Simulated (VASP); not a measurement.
# CoO (I4/mmm) in VASP: settings compared, part 2 of 2

VASP 6.6.1. The steps go on from the part before.

### 4 Single point, PBE+U

The input, INCAR:

```
  PREC = Accurate
  ENCUT = 520
  EDIFF = 1E-6
  ISMEAR = -1
  SIGMA = 0.05
  LREAL = F
  LASPH = T
  NELM = 150
  ALGO = Normal
  ISIF = 2
  LWAVE = F
  LCHARG = T
  LMAXMIX = 4
  LDAU = T
  LDAUTYPE = 2
  LDAUL = 2 -1
  LDAUU = 3.3 0
  LDAUJ = 0 0
  LDAUPRINT = 1
  GGA = PE
  LELF = T
  LVHAR = T
  NBANDS = 23
```

The input, KPOINTS:

```
Automatic mesh
0
Gamma
  5 10 10
```

The input, POSCAR:

```
CoO
1.0
   -3.0160000000      3.0160000000      4.2144950800
    1.5080000000     -1.5080000000      2.1072475400
    1.5080000000      1.5080000000     -2.1072475400
Co O
2 2
Direct
    0.0000000000      0.0000000000      0.0000000000
    0.5000000000      0.0000000000      0.0000000000
    0.2500000000      0.5000000000      0.0000000000
    0.7500000000      0.5000000000      0.0000000000
```

Potentials or basis: VASP PAW PBE potentials, release 64 (Co, O).

The run is started by

```bash
$ cat potpaw_PBE.64/Co/POTCAR potpaw_PBE.64/O/POTCAR > POTCAR
$ mpirun -np 1 vasp_std > vasp.out
```

OUTCAR:

```text
PREC = Accurate
   ENCUT = 520
   EDIFF = 1E-6
   ISMEAR = -1
   LREAL = F
   LASPH = T
   NELM = 150
   ISIF = 2
   GGA = PE

 ion  position               nearest neighbor table
   1  0.000  0.000  0.000-   3 2.11   4 2.11   4 2.13   3 2.13   3 2.13   4 2.13   2 3.00   2 3.00
                             2 3.00   2 3.00   2 3.02   2 3.02
   2  0.500  0.000  0.000-   4 2.11   3 2.11   4 2.13   3 2.13   4 2.13   3 2.13   1 3.00   1 3.00
                             1 3.00   1 3.00   1 3.02   1 3.02
   3  0.250  0.500  0.000-   2 2.11   1 2.11   2 2.13   1 2.13   2 2.13   1 2.13
   4  0.750  0.500  0.000-   1 2.11   2 2.11   2 2.13   1 2.13   1 2.13   2 2.13

  LATTYP: Found a base centered monoclinic cell.
 ALAT       =     5.1824921398
 B/A-ratio  =     0.5819593969
 C/A-ratio  =     1.0000000000
 COS(beta)  =    -0.3226465208

  Lattice vectors:

 A1 = (   1.5080000000,   1.5080000000,  -2.1072475400)
 A2 = (  -1.5080000000,   1.5080000000,  -2.1072475400)
 A3 = (  -0.0000000000,   3.0160000000,   4.2144950800)

Analysis of symmetry for initial positions (statically):
=====================================================================
 Subroutine PRICEL returns following result:

  LATTYP: Found a body centered tetragonal cell.
 ALAT       =     3.0160000000
 C/A-ratio  =     1.3973790053

  Lattice vectors:

 A1 = (  -1.5080000000,   1.5080000000,   2.1072475400)
 A2 = (   1.5080000000,  -1.5080000000,   2.1072475400)
 A3 = (   1.5080000000,   1.5080000000,  -2.1072475400)

   2 primitive cells build up your supercell.

 Routine SETGRP: Setting up the symmetry group for a
 base centered monoclinic supercell.

 Subroutine GETGRP returns: Found  4 space group operations
 (whereof  4 operations were pure point group operations)
 out of a pool of  4 trial point group operations.

The static configuration has the point symmetry C_2h.

Analysis of symmetry for dynamics (positions and initial velocities):
=====================================================================
 Subroutine PRICEL returns following result:

  LATTYP: Found a body centered tetragonal cell.
 ALAT       =     3.0160000000
 C/A-ratio  =     1.3973790053

  Lattice vectors:

[... 189 lines left out ...]
 -0.0000  0.9590  0.0000  0.0000 -0.0000
  0.0000  0.0000  0.3860 -0.0000  0.0000
 -0.0000  0.0000 -0.0000  0.9590  0.0000
  0.0000 -0.0000  0.0000  0.0000  0.9580

 occupancies and eigenvectors

  o =  0.3860  v = -0.0000 -0.0000  1.0000  0.0000 -0.0000  0.0000  0.0000  0.0000  0.0000  0.0000      0.0000  0.0000  0.0000  0.0000  0.0000  0.0000  0.0000  0.0000  0.0000  0.0000
  o =  0.3860  v =  0.0000  0.0000  0.0000  0.0000  0.0000 -0.0000 -0.0000  1.0000  0.0000 -0.0000      0.0000  0.0000  0.0000  0.0000  0.0000  0.0000  0.0000  0.0000  0.0000  0.0000
  o =  0.4248  v =  1.0000  0.0000  0.0000  0.0000 -0.0000  0.0000  0.0000  0.0000  0.0000  0.0000      0.0000  0.0000  0.0000  0.0000  0.0000  0.0000  0.0000  0.0000  0.0000  0.0000
  o =  0.4248  v =  0.0000  0.0000  0.0000  0.0000  0.0000  1.0000  0.0000  0.0000  0.0000 -0.0000      0.0000  0.0000  0.0000  0.0000  0.0000  0.0000  0.0000  0.0000  0.0000  0.0000
  o =  0.9580  v =  0.0000  0.0003  0.0000 -0.0000  1.0000  0.0000  0.0000  0.0000  0.0000  0.0000      0.0000  0.0000  0.0000  0.0000  0.0000  0.0000  0.0000  0.0000  0.0000  0.0000
  o =  0.9580  v =  0.0000  0.0000  0.0000  0.0000  0.0000  0.0000  0.0003  0.0000 -0.0000  1.0000      0.0000  0.0000  0.0000  0.0000  0.0000  0.0000  0.0000  0.0000  0.0000  0.0000
  o =  0.9590  v =  0.0000  0.0000  0.0000  0.0000  0.0000  0.0000  0.0000  0.0000 -1.0000 -0.0000      0.0000  0.0000  0.0000  0.0000  0.0000  0.0000  0.0000  0.0000  0.0000  0.0000
  o =  0.9590  v =  0.0000  0.0000  0.0000 -1.0000 -0.0000  0.0000  0.0000  0.0000  0.0000  0.0000      0.0000  0.0000  0.0000  0.0000  0.0000  0.0000  0.0000  0.0000  0.0000  0.0000
  o =  0.9590  v =  0.0000 -1.0000 -0.0000 -0.0000  0.0003  0.0000  0.0000  0.0000  0.0000  0.0000      0.0000  0.0000  0.0000  0.0000  0.0000  0.0000  0.0000  0.0000  0.0000  0.0000
  o =  0.9590  v =  0.0000  0.0000  0.0000  0.0000  0.0000  0.0000 -1.0000 -0.0000 -0.0000  0.0003      0.0000  0.0000  0.0000  0.0000  0.0000  0.0000  0.0000  0.0000  0.0000  0.0000

atom =   2  type =  1  l = 2

 onsite density matrix

spin component  1

  0.4248 -0.0000 -0.0000 -0.0000  0.0000
 -0.0000  0.9590  0.0000  0.0000 -0.0000
 -0.0000  0.0000  0.3860 -0.0000  0.0000
 -0.0000  0.0000 -0.0000  0.9590 -0.0000
  0.0000 -0.0000  0.0000 -0.0000  0.9580

spin component  2

  0.4248 -0.0000 -0.0000 -0.0000  0.0000
 -0.0000  0.9590  0.0000  0.0000 -0.0000
 -0.0000  0.0000  0.3860 -0.0000  0.0000
 -0.0000  0.0000 -0.0000  0.9590 -0.0000
  0.0000 -0.0000  0.0000 -0.0000  0.9580

 occupancies and eigenvectors

  o =  0.3860  v = -0.0000  0.0000 -1.0000 -0.0000  0.0000  0.0000  0.0000  0.0000  0.0000  0.0000      0.0000  0.0000  0.0000  0.0000  0.0000  0.0000  0.0000  0.0000  0.0000  0.0000
  o =  0.3860  v =  0.0000  0.0000  0.0000  0.0000  0.0000 -0.0000  0.0000 -1.0000 -0.0000  0.0000      0.0000  0.0000  0.0000  0.0000  0.0000  0.0000  0.0000  0.0000  0.0000  0.0000
  o =  0.4248  v =  1.0000  0.0000 -0.0000  0.0000 -0.0000  0.0000  0.0000  0.0000  0.0000  0.0000      0.0000  0.0000  0.0000  0.0000  0.0000  0.0000  0.0000  0.0000  0.0000  0.0000
  o =  0.4248  v =  0.0000  0.0000  0.0000  0.0000  0.0000  1.0000  0.0000 -0.0000  0.0000 -0.0000      0.0000  0.0000  0.0000  0.0000  0.0000  0.0000  0.0000  0.0000  0.0000  0.0000
  o =  0.9580  v =  0.0000  0.0003  0.0000  0.0000  1.0000  0.0000  0.0000  0.0000  0.0000  0.0000      0.0000  0.0000  0.0000  0.0000  0.0000  0.0000  0.0000  0.0000  0.0000  0.0000
  o =  0.9580  v =  0.0000  0.0000  0.0000  0.0000  0.0000  0.0000  0.0003  0.0000  0.0000  1.0000      0.0000  0.0000  0.0000  0.0000  0.0000  0.0000  0.0000  0.0000  0.0000  0.0000
  o =  0.9590  v =  0.0000  0.0000  0.0000  0.0000  0.0000  0.0000 -0.0000 -0.0000 -1.0000  0.0000      0.0000  0.0000  0.0000  0.0000  0.0000  0.0000  0.0000  0.0000  0.0000  0.0000
  o =  0.9590  v =  0.0000 -0.0000 -0.0000 -1.0000  0.0000  0.0000  0.0000  0.0000  0.0000  0.0000      0.0000  0.0000  0.0000  0.0000  0.0000  0.0000  0.0000  0.0000  0.0000  0.0000
  o =  0.9590  v =  0.0000  1.0000  0.0000 -0.0000 -0.0003  0.0000  0.0000  0.0000  0.0000  0.0000      0.0000  0.0000  0.0000  0.0000  0.0000  0.0000  0.0000  0.0000  0.0000  0.0000
  o =  0.9590  v =  0.0000  0.0000  0.0000  0.0000  0.0000  0.0000  1.0000  0.0000 -0.0000 -0.0003      0.0000  0.0000  0.0000  0.0000  0.0000  0.0000  0.0000  0.0000  0.0000  0.0000

 number of electron      30.0000012 magnetization

 Free energy of the ion-electron system (eV)
  ---------------------------------------------------
  ext. energy  EPLUGINS =         0.00000000
  ---------------------------------------------------
  free energy    TOTEN  =       -21.00280257 eV

  energy without entropy =      -20.95688567  energy(sigma->0) =      -20.97984412

 E-fermi :   8.0405     XC(G=0): -12.4308

 val. band max:        8.0351689823   @ k =  -0.4000   0.2000  -0.0000
 cond. band min:       8.0594811734   @ k =   0.2000  -0.4000   0.1000
 fundamental gap:      0.0243121911
 Fermi energy:         8.0405462861

 k-point     1 :       0.0000    0.0000    0.0000
  band No.  band energies     occupation
      1     -12.4689      2.00000
      2     -11.2674      2.00000
      3      -0.2810      2.00000
      4       2.5163      2.00000
      5       2.5241      2.00000
      6       4.5523      2.00000
[... 613 lines left out ...]
     22      17.8410      0.00000
     23      19.5371      0.00000

 [... further k-points ...]
[... 5 lines left out ...]
  --------------------------------------------------------------------------------------
  -------------------------------------------------------------------------------------
  Total       -4.3606552     -4.3607211     -4.5010156      0.0000000     -0.0000257      0.0000000
  in kB     -182.2443619   -182.2471175   -188.1104291      0.0000000     -0.0010762      0.0000000
  external PRESSURE =    -184.2006362 kB  Pullay stress =       0.0000000 kB

 VOLUME and BASIS-vectors are now :
 -----------------------------------------------------------------------------
  energy-cutoff  :      520.00
  volume of cell :       38.34
      direct lattice vectors                 reciprocal lattice vectors
    -3.016000000  3.016000000  4.214495080     0.000000000  0.165782493  0.118638174
     1.508000000 -1.508000000  2.107247540     0.331564987  0.000000000  0.237276348
     1.508000000  1.508000000 -2.107247540     0.331564987  0.331564987  0.000000000

 POSITION                                       TOTAL-FORCE (eV/Angst)
 -----------------------------------------------------------------------------------
      0.00000      0.00000      0.00000        -0.000000     -0.000000     -0.000000
     -1.50800      1.50800      2.10725         0.000000      0.000000      0.000000
      0.00000      0.00000      2.10725        -0.000000     -0.000000     -0.000000
     -1.50800      1.50800      4.21450        -0.000000     -0.000000     -0.000000
 -----------------------------------------------------------------------------------
    total drift:                                0.000000      0.000000     -0.000000

  FREE ENERGIE OF THE ION-ELECTRON SYSTEM (eV)
  ---------------------------------------------------
  free  energy   TOTEN  =       -21.0028025709 eV

  energy  without entropy=      -20.9568856748  energy(sigma->0) =      -20.97984412
```

OSZICAR:

```text
N       E                     dE             d eps       ncg     rms          rms(c)
DAV:   1     0.242214599881E+03    0.24221E+03   -0.14191E+04  6598   0.160E+03
DAV:   2     0.832849953582E+00   -0.24138E+03   -0.22041E+03  6955   0.344E+02
DAV:   3    -0.218574767945E+02   -0.22690E+02   -0.21675E+02  7676   0.123E+02
DAV:   4    -0.223422598122E+02   -0.48478E+00   -0.48332E+00  7299   0.189E+01
DAV:   5    -0.223578162575E+02   -0.15556E-01   -0.15555E-01  8474   0.315E+00    0.171E+01
DAV:   6    -0.228137984355E+02   -0.45598E+00   -0.21654E+01  8430   0.750E+01    0.182E+01
DAV:   7    -0.203313812639E+02    0.24824E+01   -0.11331E+01  7693   0.680E+01    0.679E+00
DAV:   8    -0.209232016291E+02   -0.59182E+00   -0.12098E+00  7889   0.151E+01    0.209E+00
DAV:   9    -0.210012867084E+02   -0.78085E-01   -0.18739E-01  9049   0.433E+00    0.496E-01
DAV:  10    -0.210021963087E+02   -0.90960E-03   -0.30210E-02  7437   0.270E+00    0.229E-01
DAV:  11    -0.210027421339E+02   -0.54583E-03   -0.22589E-03  7146   0.111E+00    0.501E-02
DAV:  12    -0.210027968169E+02   -0.54683E-04   -0.45323E-04  7489   0.184E-01    0.251E-02
DAV:  13    -0.210027996210E+02   -0.28040E-05   -0.42258E-05  9264   0.811E-02    0.154E-02
DAV:  14    -0.210028040209E+02   -0.44000E-05   -0.88345E-06  8937   0.375E-02    0.132E-02
DAV:  15    -0.210028023511E+02    0.16698E-05   -0.39168E-06  7686   0.433E-02    0.328E-03
DAV:  16    -0.210028025709E+02   -0.21983E-06   -0.16930E-06  4043   0.164E-02
   1 F= -.21002803E+02 E0= -.20979844E+02  d E =-.459169E-01
```

stdout:

```text
POSCAR found type information on POSCAR CoO
 POSCAR found :  2 types and       4 ions
 scaLAPACK will be used
 LDA part: xc-table for (Slater+PW92), standard interpolation
 -----------------------------------------------------------------------------
|                                                                             |
|           W    W    AA    RRRRR   N    N  II  N    N   GGGG   !!!           |
|           W    W   A  A   R    R  NN   N  II  NN   N  G    G  !!!           |
|           W    W  A    A  R    R  N N  N  II  N N  N  G       !!!           |
|           W WW W  AAAAAA  RRRRR   N  N N  II  N  N N  G  GGG   !            |
|           WW  WW  A    A  R   R   N   NN  II  N   NN  G    G                |
|           W    W  A    A  R    R  N    N  II  N    N   GGGG   !!!           |
|                                                                             |
|     Your reciprocal lattice and k-lattice belong to different lattice       |
|     classes:                                                                |
|                                                                             |
|        The reciprocal lattice is base-centered monoclinic,                  |
|        whereas your k-lattice is body-centered tetragonal.                  |
|                                                                             |
|     Results are often still useful ...                                      |
|                                                                             |
 -----------------------------------------------------------------------------

 POSCAR, INCAR and KPOINTS ok, starting setup
 FFT: planning ... GRIDC
 FFT: planning ... GRID_SOFT
 FFT: planning ... GRID
 WAVECAR not read
 entering main loop
```

It took 3.5 min on 1 thread of Intel Xeon 8259CL, shared host; peak memory 0.25 GiB.

Results:

```
Free energy            : -21.0028 eV
Pressure               : -18.4 GPa
Band gap on the k mesh : zero (bands 15 and 16 overlap by 1.13 eV)
```

Stress tensor (GPa, compression positive):
```
-18.22   0.00   0.00
  0.00 -18.22   0.00
  0.00   0.00 -18.81
```

Eigenvalues of the final occupation matrices:
```csv
site,spin,trace,eigenvalues
site 1 d,1,3.69,0.39 0.42 0.96 0.96 0.96
site 1 d,2,3.69,0.39 0.42 0.96 0.96 0.96
site 2 d,1,3.69,0.39 0.42 0.96 0.96 0.96
site 2 d,2,3.69,0.39 0.42 0.96 0.96 0.96
```

Caveat: the cell stands under tension; the run has no spin polarisation, though such a crystal can be magnetic; U without spin polarisation on a metal has little footing. Spin polarisation is off, so any magnetic state and its effect on volume and gap are missing.

### 5 Summary

| level | U | gap on the mesh (eV) | pressure (GPa) |
| --- | --- | --- | --- |
| PBE | - | none | -18.2 |
| r2SCAN | - | none | -24.1 |
| PBE+U | Co d U = 3.3 eV | none | -18.4 |

Alike in all rows: task single point; potentials or basis VASP PAW PBE potentials, release 64 (Co, O); no spin polarisation; cell as given; k mesh 5 × 10 × 10; cutoff (eV) 520; smearing fermi-dirac 0.05 eV.

The pressure there spans -24.1 GPa (r2SCAN) to -18.2 GPa (PBE); a positive pressure means that this level wants a larger cell, a negative one a smaller.

Caveats: the cell stands under tension; the run has no spin polarisation, though such a crystal can be magnetic; semilocal functionals often make such compounds metallic where correlation or magnetic order opens a gap, which also shifts bond lengths (at least some runs); the PAW data sets were made with another functional, which shifts forces and pressure a little (at least some runs); U without spin polarisation on a metal has little footing (at least some runs).

Total energies depend on the potentials used, so only differences within one code and one set of settings carry meaning.

The gap in the log of VASP goes by the Fermi energy; the results here count the filled bands.